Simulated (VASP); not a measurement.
A run of VASP 6.6.1 is set up as follows.

File INCAR:

```
SYSTEM = Na
PREC     = Accurate       ! precision mode
ENCUT    = 500            ! plane-wave cutoff, eV
EDIFF    = 1E-6           ! SCF threshold, eV
ISMEAR   = 1              ! smearing method
SIGMA    = 0.1            ! smearing width, eV
LREAL    = .False.        ! projectors in reciprocal space
LASPH    = .True.         ! aspherical terms in the spheres
NELM     = 120            ! most SCF steps
ALGO     = Normal         ! electronic algorithm
ISIF     = 2              ! what is computed and relaxed
LWAVE    = .False.        ! write WAVECAR
LCHARG   = .False.        ! write CHGCAR
GGA      = CA             ! functional
NBANDS   = 14             ! bands
GGA_COMPAT= .False.
```

Contents of KPOINTS:

```
regular mesh
0
Gamma
  7 7 4
  0 0 0
```

The input POSCAR:

```
Na
1.0
    3.5889015771      0.0000000000      0.0000000000
   -1.7944507885      3.1080799374      0.0000000000
    0.0000000000      0.0000000000      5.9069319292
Na
2
Direct
    0.3333333333      0.6666666667      0.2500000000
    0.6666666667      0.3333333333      0.7500000000
```

Potentials or basis: VASP PAW LDA potentials, release 64 (Na_pv).

The run is started by

```console
$ cat potpaw_LDA.64/Na_pv/POTCAR > POTCAR
$ mpirun -np 1 vasp_std > vasp.out
```

(1) Predict the band gap on the k mesh.

(2) What does it give for the pressure?

Answers

(1) zero (band 7 reaches 1.86 eV, above the bottom of band 8 at -1.92 eV).

(2) 0.1 GPa.
